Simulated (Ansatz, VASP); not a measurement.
One calculation of KF, two programs

```
K F
1.0
     0.15072    2.85832    2.85832
     2.85832    0.15072    2.85832
     2.85832    2.85832    0.15072
K F
1 1
Direct
  0.00000 0.00000 0.00000
  0.50000 0.50000 0.50000
```

Alike in both runs: task single point; functional PBE; k mesh 8 × 8 × 8; occupations gaussian, width 0.05 eV; no spin polarisation.

```csv
,VASP,Ansatz
version,VASP 6.6.1,Ansatz 0.2.0
potentials or method,"VASP PAW PBE potentials, release 64 (K_sv, F), cutoff 520 eV","scalar-relativistic, plane waves, PAW"
valence electrons in the cell,16,16
```

VASP gave:

* gap on the k mesh at the Fermi level (eV): 5.51
* least direct gap on the mesh (eV): 5.51
* pressure (GPa): -2.0
* traceless stress, the component that is largest in VASP (GPa): -0.86

Problem. Which values does Ansatz return?

Solution. gap on the k mesh at the Fermi level (eV): 5.53; least direct gap on the mesh (eV): 5.53; pressure (GPa): -1.9; traceless stress, the component that is largest in VASP (GPa): -0.86.

The functional is the same, so the differences come from potentials, cutoffs and numerics.
